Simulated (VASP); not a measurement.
# SiAsO4 (I-4) in VASP: further runs

SiAsO4 is run at these levels: r2SCAN+U; tasks: single point, relaxation of cell and atoms.

All numbers are computed with VASP 6.6.1; they aren't measurements. Logs are shortened: lines on timing, memory, paths and dates and some standing lists are left out, and cuts for length are marked.

## 1. The cell of the first run

Symmetry: I-4, No. 82, tetragonal system. Conventional cell: a = 4.751 Å, b = 4.751 Å, c = 7.682 Å, α = 90.00°, β = 90.00°, γ = 90.00°. As (site symmetry -4) has 4 O at 1.80 Å within 2.4 Å. Within 2.1 Å of Si (site symmetry -4) lie 4 O at 1.61 Å. Within 2.1 Å of O (site symmetry 1) lie 1 Si at 1.61 Å and 1 As at 1.80 Å.

## 2. Single point, r2SCAN+U

Contents of POSCAR:

```
SiAsO4
1.0
    0.0000000000      4.7505990699      0.0000003309
    4.7505990699      0.0000000000      0.0000003309
    2.3752998025      2.3752998025     -3.8411632595
As Si O
1 1 4
Direct
    0.0000000000      0.0000000000      0.0000000000
    0.7500000000      0.2500000000      0.5000000000
    0.4023073052      0.2918136220      0.7370912865
    0.7081863780      0.1393985917      0.2629087135
    0.8606014083      0.9710950915      0.7370912865
    0.0289049085      0.5976926948      0.2629087135
```

Contents of INCAR.step1:

```
SYSTEM = SiAsO4
  PREC = Accurate
  ENCUT = 660
  ISMEAR = -1
  SIGMA = 0.0954
  LREAL = .FALSE.
  LASPH = .TRUE.
  NELM = 200
  LDAU = .TRUE.
  LDAUTYPE = 2
  LDAUL = 1 -1 1
  LDAUU = 7.22 0 3.79
  LDAUJ = 0 0 0
  NBANDS = 26
  GGA = PE
  ALGO = Normal
  EDIFF = 1E-5
  LWAVE = .TRUE.
  LCHARG = .FALSE.
  GGA_COMPAT = .FALSE.
```

Contents of INCAR.step2:

```
SYSTEM = SiAsO4
  PREC = Accurate
  ENCUT = 660
  EDIFF = 1E-6
  ISMEAR = -1
  SIGMA = 0.0954
  LREAL = .FALSE.
  LASPH = .TRUE.
  NELM = 200
  ALGO = Normal
  ISIF = 2
  LWAVE = .FALSE.
  LCHARG = .TRUE.
  LDAU = .TRUE.
  LDAUTYPE = 2
  LDAUL = 1 -1 1
  LDAUU = 7.22 0 3.79
  LDAUJ = 0 0 0
  LDAUPRINT = 1
  METAGGA = R2SCAN
  LMIXTAU = .TRUE.
  LELF = .TRUE.
  LVHAR = .TRUE.
  NBANDS = 26
  ISTART = 1
  GGA_COMPAT = .FALSE.
```

Contents of KPOINTS:

```
regular mesh
0
G
  5 5 5
  0 0 0
```

Potentials or basis: VASP PAW PBE potentials, release 64 (As, Si, O).

On the command line:

```
$ cat potpaw_PBE.64/As/POTCAR potpaw_PBE.64/Si/POTCAR potpaw_PBE.64/O/POTCAR > POTCAR
$ cp INCAR.step1 INCAR
$ mpirun -np 1 vasp_std > vasp.out
$ cp INCAR.step2 INCAR
$ mpirun -np 1 vasp_std > vasp.out
```

OUTCAR:

```text
SYSTEM = SiAsO4
   PREC = Accurate
   ENCUT = 660
   EDIFF = 1E-6
   ISMEAR = -1
   LREAL = .FALSE.
   LASPH = .TRUE.
   NELM = 200
   ISIF = 2
   METAGGA = R2SCAN
   ISTART = 1

 ion  position               nearest neighbor table
   1  0.000  0.000  0.000-   5 1.80   4 1.80   6 1.80   3 1.80
   2  0.750  0.250  0.500-   4 1.61   5 1.61   3 1.61   6 1.61
   3  0.402  0.292  0.737-   2 1.61   1 1.80
   4  0.708  0.139  0.263-   2 1.61   1 1.80
   5  0.861  0.971  0.737-   2 1.61   1 1.80
   6  0.029  0.598  0.263-   2 1.61   1 1.80

  LATTYP: Found a body centered tetragonal cell.
 ALAT       =     4.7505990699
 C/A-ratio  =     1.6171280859

  Lattice vectors:

 A1 = (  -2.3752998025,   2.3752992674,   3.8411635904)
 A2 = (   2.3752992674,  -2.3752998025,   3.8411635904)
 A3 = (   2.3752998025,   2.3752998025,  -3.8411632595)

Analysis of symmetry for initial positions (statically):
=====================================================================
 Subroutine PRICEL returns:
 Original cell was already a primitive cell.

 Routine SETGRP: Setting up the symmetry group for a
 body centered tetragonal supercell.

 Subroutine GETGRP returns: Found  4 space group operations
 (whereof  4 operations were pure point group operations)
 out of a pool of 16 trial point group operations.

The static configuration has the point symmetry S_4 .

Analysis of symmetry for dynamics (positions and initial velocities):
=====================================================================
 Subroutine PRICEL returns:
 Original cell was already a primitive cell.

 Routine SETGRP: Setting up the symmetry group for a
 body centered tetragonal supercell.

 Subroutine GETGRP returns: Found  4 space group operations
 (whereof  4 operations were pure point group operations)
 out of a pool of 16 trial point group operations.

The dynamic configuration has the point symmetry S_4 .

 Subroutine INISYM returns: Found  4 space group operations
 (whereof  4 operations are pure point group operations),
 and found     1 'primitive' translations

----------------------------------------------------------------------------------------

                                     Primitive cell

  volume of cell :      86.6881

  direct lattice vectors                    reciprocal lattice vectors
     0.000000000  4.750599070  0.000000331    -0.000000009  0.210499758  0.130168904
     4.750599070  0.000000000  0.000000331     0.210499758 -0.000000009  0.130168904
     2.375299802  2.375299802 -3.841163260     0.000000018  0.000000018 -0.260337780

  length of vectors
     4.750599070  4.750599070  5.102806433     0.247495640  0.247495640  0.260337780

  position of ions in fractional coordinates (direct lattice)
     0.000000000  0.000000000  0.000000000
     0.750000000  0.250000000  0.500000000
     0.402307305  0.291813622  0.737091286
     0.708186378  0.139398592  0.262908714
     0.860601408  0.971095091  0.737091286
     0.028904909  0.597692695  0.262908714

  ion indices of the primitive-cell ions
   primitive index   ion index
                 1           1
                 2           2
                 3           3
                 4           4
                 5           5
                 6           6

----------------------------------------------------------------------------------------

 KPOINTS: regular mesh

Automatic generation of k-mesh.
 Grid dimensions read from file:
 generate k-points for:    5    5    5

 Generating k-lattice:

  Cartesian coordinates                     Fractional coordinates (reciprocal lattice)
    -0.000000002  0.042099952  0.026033781     0.200000000  0.000000000  0.000000000
     0.042099952 -0.000000002  0.026033781     0.000000000  0.200000000  0.000000000
     0.000000004  0.000000004 -0.052067556     0.000000000  0.000000000  0.200000000

  Length of vectors
     0.049499128  0.049499128  0.052067556

  Shift w.r.t. Gamma in fractional coordinates (k-lattice)
     0.000000000  0.000000000  0.000000000

 Subroutine IBZKPT returns following result:
 ===========================================

 Found     21 irreducible k-points:

 Following reciprocal coordinates:
            Coordinates               Weight
  0.000000  0.000000  0.000000      1.000000
  0.200000  0.000000 -0.000000      8.000000
  0.400000  0.000000  0.000000      8.000000
  0.200000  0.200000 -0.000000      8.000000
  0.400000  0.200000  0.000000      8.000000
 -0.200000 -0.400000  0.000000      8.000000
[... 13 lines left out ...]
  0.000000  0.000000  0.400000      2.000000
 -0.200000  0.000000  0.400000      4.000000
   k-points           NKPTS =     21   k-points in BZ     NKDIM =     21   number of bands    NBANDS=     26
   number of dos      NEDOS =    301   number of ions     NIONS =      6
   total plane-waves  NPLWV =  76800
   dimension x,y,z NGX =    40 NGY =   40 NGZ =   48
   dimension x,y,z NGXF=    80 NGYF=   80 NGZF=   96
[... 29 lines left out ...]
   EFERMI_NEDOS =   21; number of points for ismear=-14 and -15
   IALGO  =     38    algorithm
   IMIX   =      4    mixing-type and parameters
     AMIX     =   0.40;   BMIX     =  1.00
     AMIX_MAG =   1.60;   BMIX_MAG =  1.00
  volume/ion in A,a.u.               =      14.45        97.50
  Fermi-wavevector in a.u.,A,eV,Ry     =   1.186478  2.242118 19.153324  1.407730
  Thomas-Fermi vector in A             =   2.322650
   LORBIT       =      0    0 simple, 1 ext, 2 COOP (PROOUT), +10 PAW based schemes
 LDA+U is selected, type is set to LDAUTYPE =  2
   angular momentum for each species LDAUL =     1   -1    1
   U (eV)           for each species LDAUU =   7.2  0.0  3.8
   J (eV)           for each species LDAUJ =   0.0  0.0  0.0
   METAGGA = R2SCAN    functional components
   LHFCALC =     F    Hartree Fock is set to
   AEXX    =    0.0000 exact exchange contribution
   IVDW    =     0    specifies the selected vdW correction
   LEPSILON=     F    determine dielectric tensor
   LRPA    =     F    only Hartree local field effects (RPA)
 non-spin polarized calculation
  energy-cutoff  :      660.00
  volume of cell :       86.69
 maximum number of plane-waves:      3354
   NGX = 19   NGY = 19   NGZ = 21

 number of electron      33.0000000 magnetization

 Free energy of the ion-electron system (eV)
  ---------------------------------------------------
  ext. energy  EPLUGINS =         0.00000000
  ---------------------------------------------------
  free energy    TOTEN  =       -43.74176100 eV

  energy without entropy =      -43.63995843  energy(sigma->0) =      -43.69085972

 E-fermi :   3.7610     XC(G=0):  -9.2726

 val. band max:        3.7328481845   @ k =  -0.4000   0.2000  -0.0000
 cond. band min:       3.7795810564   @ k =  -0.4000   0.4000   0.0000
 fundamental gap:      0.0467328719
 Fermi energy:         3.7610469889

 k-point     1 :       0.0000    0.0000    0.0000
  band No.  band energies     occupation
      1     -20.6090      2.00000
      2     -18.2429      2.00000
      3     -18.2429      2.00000
      4     -18.1710      2.00000
      5     -10.9083      2.00000
      6      -5.8011      2.00000
[... 18 lines left out ...]
     25      13.5538      0.00000
     26      13.6684      0.00000

 k-point     2 :       0.2000    0.0000   -0.0000
  band No.  band energies     occupation
      1     -20.4721      2.00000
      2     -18.4499      2.00000
      3     -18.2556      2.00000
      4     -18.2015      2.00000
      5     -10.6542      2.00000
      6      -6.0247      2.00000
[... 18 lines left out ...]
     25      13.4749      0.00000
     26      13.7679      0.00000

 k-point     3 :       0.4000    0.0000    0.0000
  band No.  band energies     occupation
      1     -20.1659      2.00000
      2     -18.8919      2.00000
      3     -18.2662      2.00000
      4     -18.2297      2.00000
      5     -10.2006      2.00000
      6      -6.4501      2.00000
[... 485 lines left out ...]
 k-point    20 :       0.0000    0.0000    0.4000
  band No.  band energies     occupation
      1     -19.9224      2.00000
      2     -19.1953      2.00000
      3     -18.2758      2.00000
      4     -18.2758      2.00000
      5      -9.7844      2.00000
      6      -6.6837      2.00000
[... 18 lines left out ...]
     25      13.5392      0.00000
     26      13.6670      0.00000

 k-point    21 :      -0.2000    0.0000    0.4000
  band No.  band energies     occupation
      1     -19.6747      2.00000
      2     -19.4617      2.00000
      3     -18.2955      2.00000
      4     -18.2679      2.00000
      5      -9.6659      2.00000
      6      -6.8757      2.00000
[... 18 lines left out ...]
     25      13.3644      0.00000
     26      14.0682      0.00000

------------------------ aborting loop because EDIFF is reached ----------------------------------------

  FORCE on cell =-STRESS in cart. coord.  units (eV):
  Direction    XX          YY          ZZ          XY          YZ          ZX
  --------------------------------------------------------------------------------------
  -------------------------------------------------------------------------------------
  Total        5.6559996      5.6559996      5.1501507      0.0000004      0.0000000      0.0000000
  in kB      104.5346793    104.5346793     95.1855358      0.0000080      0.0000007      0.0000007
  external PRESSURE =     101.4182981 kB  Pullay stress =       0.0000000 kB

 VOLUME and BASIS-vectors are now :
 -----------------------------------------------------------------------------
  energy-cutoff  :      660.00
  volume of cell :       86.69
      direct lattice vectors                 reciprocal lattice vectors
     0.000000000  4.750599070  0.000000331    -0.000000009  0.210499758  0.130168904
     4.750599070  0.000000000  0.000000331     0.210499758 -0.000000009  0.130168904
     2.375299802  2.375299802 -3.841163260     0.000000018  0.000000018 -0.260337780

 POSITION                                       TOTAL-FORCE (eV/Angst)
 -----------------------------------------------------------------------------------
      0.00000      0.00000      0.00000         0.000000      0.000000      0.000000
      2.37530      4.75060     -1.92058        -0.000000      0.000000      0.000000
      3.13710      3.66201     -2.83129         0.724717      0.554142      0.403557
      1.28671      3.98880     -1.00988         0.554142     -0.724717     -0.403557
      6.36410      5.83919     -2.83129        -0.724717     -0.554142      0.403557
      3.46389      0.76180     -1.00988        -0.554142      0.724717     -0.403557
 -----------------------------------------------------------------------------------
    total drift:                                0.000003     -0.000023      0.000006

  FREE ENERGIE OF THE ION-ELECTRON SYSTEM (eV)
  ---------------------------------------------------
  free  energy   TOTEN  =       -43.7417609997 eV

  energy  without entropy=      -43.6399584327  energy(sigma->0) =      -43.69085972
```

Wall time 2.3 min (1 thread of Intel Xeon 6975P-C (Granite Rapids), shared host); peak memory 0.32 GiB.

Results:

```yaml
Free_energy: -43.7418 eV
Pressure: 10.1 GPa
Largest_force: 0.998 eV/Å
Band_gap_on_the_k_mesh: zero (an odd number of electrons rules out a gap without spin polarisation)
```

Forces in eV/Å, atoms in the order of the input:
```
As   0.000  0.000  0.000
Si   0.000  0.000  0.000
O    0.725  0.554  0.404
O    0.554 -0.725 -0.404
O   -0.725 -0.554  0.404
O   -0.554  0.725 -0.404
```

Stress tensor (GPa, compression positive):
```
10.45  0.00  0.00
 0.00 10.45  0.00
 0.00  0.00  9.52
```

Caveat: the cell stands under pressure; the PAW data sets were made with another functional, which shifts forces and pressure a little; an odd number of electrons without spin polarisation forces a metal; a magnetic or distorted state may lie lower; U without spin polarisation on a metal has little footing.

## 3. Relaxation of cell and atoms, r2SCAN+U, target pressure 5 GPa, at which the enthalpy is minimised

This run uses another cell than the first one, of 13.26 Å³/atom.

Contents of POSCAR:

```
SiAsO4
1.0
    0.0000000000      4.7083610000      0.0000000000
    4.7083610000      0.0000000000      0.0000000000
    2.3541810000      2.3541810000     -3.5888320000
As Si O
1 1 4
Direct
    0.0000000000      0.0000000000      0.0000000000
    0.7500000000      0.2500000000      0.5000000000
    0.4000000000      0.3000000000      0.7200000000
    0.7000000000      0.1200000000      0.2800000000
    0.8800000000      0.9800000000      0.7200000000
    0.0200000000      0.6000000000      0.2800000000
```

Contents of INCAR.step1:

```
ALGO     = Normal         # electronic algorithm
EDIFF    = 1E-5           # SCF threshold, eV
EDIFFG   = -0.005         # ionic threshold
ENCUT    = 660            # plane-wave cutoff, eV
GGA      = PE             # functional
GGA_COMPAT= False        
IBRION   = 2              # ionic algorithm
ISIF     = 3              # what is computed and relaxed
ISMEAR   = -1             # smearing method
LASPH    = True           # aspherical terms in the spheres
LCHARG   = False          # write CHGCAR
LDAU     = True           # DFT+U
LDAUJ    = 0 0 0        
LDAUL    = 1 -1 1         # shell
LDAUTYPE = 2            
LDAUU    = 7.22 0 3.79    # U, eV
LREAL    = False          # projectors in reciprocal space
LWAVE    = True           # write WAVECAR
NELM     = 200            # most SCF steps
NELMIN   = 4            
NSW      = 100            # ionic steps
PREC     = Accurate       # precision mode
SIGMA    = 0.0954         # smearing width, eV
```

Contents of INCAR.step2:

```
ALGO     = Normal         # electronic algorithm
EDIFF    = 1E-7           # SCF threshold, eV
EDIFFG   = -0.01          # ionic threshold
ENCUT    = 660            # plane-wave cutoff, eV
GGA_COMPAT= False        
IBRION   = 2              # ionic algorithm
ISIF     = 3              # what is computed and relaxed
ISMEAR   = -1             # smearing method
ISTART   = 1            
LASPH    = True           # aspherical terms in the spheres
LCHARG   = False          # write CHGCAR
LDAU     = True           # DFT+U
LDAUJ    = 0 0 0        
LDAUL    = 1 -1 1         # shell
LDAUPRINT= 1            
LDAUTYPE = 2            
LDAUU    = 7.22 0 3.79    # U, eV
LMIXTAU  = True         
LREAL    = False          # projectors in reciprocal space
LWAVE    = False          # write WAVECAR
METAGGA  = R2SCAN         # meta-GGA
NELM     = 200            # most SCF steps
NELMIN   = 4            
NSW      = 100            # ionic steps
PREC     = Accurate       # precision mode
PSTRESS  = 50.0         
SIGMA    = 0.0954         # smearing width, eV
```

Contents of KPOINTS:

```
k-points
0
Gamma
  5 5 5
```

Potentials or basis: VASP PAW PBE potentials, release 64 (As, Si, O).

On the command line:

```
$ cat potpaw_PBE.64/As/POTCAR potpaw_PBE.64/Si/POTCAR potpaw_PBE.64/O/POTCAR > POTCAR
$ cp INCAR.step1 INCAR
$ mpirun -np 1 vasp_std > vasp.out
$ cp INCAR.step2 INCAR
$ mpirun -np 1 vasp_std > vasp.out
```

Wall time 37 min (1 thread of Intel Xeon 6975P-C (Granite Rapids), shared host); peak memory 0.31 GiB.

It converged, with:

- Free energy: -43.7619 eV
- Relaxed volume: 13.79 Å³/atom
- Relaxed cell: a = 4.745 Å, b = 4.745 Å, c = 4.976 Å, α = 61.53°, β = 61.53°, γ = 90.00°
- Space group after relaxing (to 0.1 Å): I-4 (No. 82)
- Energy change on relaxing (the run minimises the enthalpy): -157.3 meV/atom
- Ionic steps: 24
- Pressure after relaxing: 5.0 GPa
- Largest force after relaxing: 0.007 eV/Å
- Band gap on the k mesh: zero (an odd number of electrons rules out a gap without spin polarisation)

Forces on the atoms (eV/Å):
```
As   0.000  0.000  0.000
Si   0.000  0.000  0.000
O   -0.006 -0.002 -0.002
O   -0.002  0.006  0.002
O    0.006  0.002 -0.002
O    0.002 -0.006  0.002
```

The path:
```
step  energy change (eV)  largest force (eV/Å)  pressure (GPa)  volume (Å³)
   1              0.0000                2.1641           27.33        79.56
   2              0.0503                2.6164          -16.10       102.80
   3             -0.9433                0.8453            3.24        87.95
   4             -0.9319                0.8263            4.16        87.52
   5             -0.9268                0.8218            4.51        87.35
   6             -0.9758                0.7223            5.37        87.43
   7             -0.9779                0.5554            5.16        87.41
   8             -1.0263                0.3683            3.93        87.60
   9             -1.0638                0.1775            1.92        87.89
  10             -1.0399                0.0872            4.06        86.38
  11             -1.0238                0.1685            4.92        85.79
  12             -1.0188                0.1292            4.81        85.56
  13             -1.0060                0.2185            4.59        85.08
  14             -1.0013                0.2030            4.67        84.88
  15             -0.9862                0.1584            4.90        84.26
  16             -0.9523                0.0833            5.37        83.05
  17             -0.9420                0.0706            5.50        82.71
  18             -0.9470                0.0430            4.92        82.85
  19             -0.9471                0.0433            4.90        82.85
  20             -0.9464                0.0312            4.96        82.82
  21             -0.9454                0.0464            5.03        82.79
  22             -0.9453                0.0316            5.00        82.78
  23             -0.9449                0.0158            4.96        82.76
  24             -0.9440                0.0067            5.05        82.74
```

Final structure:
```
CELL_PARAMETERS angstrom
0.00000 4.74452 0.00000
4.74452 0.00000 0.00000
2.37226 2.37226 -3.67542
ATOMIC_POSITIONS crystal
As 0.00000 0.00000 0.00000
Si 0.75000 0.25000 0.50000
O 0.41108 0.31402 0.74141
O 0.68598 0.15249 0.25859
O 0.84751 0.94457 0.74141
O 0.05543 0.58892 0.25859
```

Levels at points of the mesh, in eV from the Fermi level:
| k point | band 13 | band 14 | band 15 | band 16 | band 17 | band 18 | band 19 | band 20 |
| --- | --- | --- | --- | --- | --- | --- | --- | --- |
| (0.00, 0.00, 0.00) | -4.65 | -4.49 | -4.36 | -4.36 | -0.66 | 3.35 | 5.78 | 5.81 |

Caveat: the cell is relaxed towards a set pressure, so the run minimises the enthalpy, not the energy; the PAW data sets were made with another functional, which shifts forces and pressure a little; an odd number of electrons without spin polarisation forces a metal; a magnetic or distorted state may lie lower; U without spin polarisation on a metal has little footing.

The gap in the log of VASP goes by the Fermi energy; the results here count the filled bands.